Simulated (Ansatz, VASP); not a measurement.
## One calculation of SiNi, two programs

File INCAR:

```
PREC = Accurate ; ENCUT = 520
EDIFF = 1E-6 ; ISMEAR = 0
SIGMA = 0.05 ; LREAL = F
LASPH = T ; NELM = 150
ALGO = Normal ; ISIF = 2
LWAVE = F ; LCHARG = F
ISPIN = 2 ; MAGMOM = 0 0 0 0 0 0 0 0
LORBIT = 11 ; LMAXMIX = 4
GGA = PS ; NBANDS = 42
```

KPOINTS

```
Automatic mesh
0
Gamma
  8 10 6
```

The input POSCAR:

```
SiNi
1.0
    5.1731000000      0.0000000000      0.0000000000
    0.0000000000      3.3381000000      0.0000000000
    0.0000000000      0.0000000000      5.6049000000
Si Ni
4 4
Direct
    0.3212800000      0.7500000000      0.0825000000
    0.1787200000      0.2500000000      0.5825000000
    0.8212800000      0.7500000000      0.4175000000
    0.6787200000      0.2500000000      0.9175000000
    0.0077900000      0.2500000000      0.1875200000
    0.4922100000      0.7500000000      0.6875200000
    0.5077900000      0.2500000000      0.3124800000
    0.9922100000      0.7500000000      0.8124800000
```

Input for Ansatz:

```yaml
crystal:
  lattice:
    - [5.1731, 0.0, 0.0]
    - [0.0, 3.3381, 0.0]
    - [0.0, 0.0, 5.6049]
  atoms:
    - { symbol: Si, position: [0.32128, 0.75, 0.0825] }
    - { symbol: Si, position: [0.17872, 0.25, 0.5825] }
    - { symbol: Si, position: [0.82128, 0.75, 0.4175] }
    - { symbol: Si, position: [0.67872, 0.25, 0.9175] }
    - { symbol: Ni, position: [0.00779, 0.25, 0.18752] }
    - { symbol: Ni, position: [0.49221, 0.75, 0.68752] }
    - { symbol: Ni, position: [0.50779, 0.25, 0.31248] }
    - { symbol: Ni, position: [0.99221, 0.75, 0.81248] }
magnetization:
  spin_polarized: true
basis:
  ecutwfc: 420
  fft_grid_basis: typed
kpoints:
  mp_grid: { grid: [8, 10, 6] }
hamiltonian:
  xc: pbesol
scf:
  occupations: { method: gaussian, width: 0.05 }
output:
  forces: true
  stress: true
  eigenvalues: true
  bader: true
  write_density: true
  volumetric_format: npy
  populations: true
```

Alike in both runs: task single point; functional PBEsol; k mesh 8 × 10 × 6; occupations gaussian, width 0.05 eV; collinear spin.

|  | VASP | Ansatz |
| --- | --- | --- |
| version | VASP 6.6.1 | Ansatz 0.2.0 |
| potentials or method | VASP PAW PBE potentials, release 64 (Si, Ni), cutoff 520 eV | scalar-relativistic, plane waves, PAW |
| valence electrons in the cell | 56 | 88 |

|  | VASP | Ansatz | Ansatz less VASP |
| --- | --- | --- | --- |
| gap on the k mesh at the Fermi level (eV) | none | none | - |
| pressure (GPa) | -4.0 | -4.3 | -0.32 |
| traceless stress, the component that is largest in VASP (GPa) | -0.57 | -0.64 | -0.065 |
| rms of the force components (eV/Å) | 0.034 | 0.032 | -0.0018 |

VASP's potentials were made for PBE, not for PBEsol. Atom by atom the forces differ by 0.005 eV/Å (rms over components). A gap of «none» marks a metal or a gap that the smearing closes. VASP's potentials hold 56 valence electrons a cell and Ansatz's 88, so a difference there can come from the potentials and not from the codes. Ansatz's warnings: no starting moments.
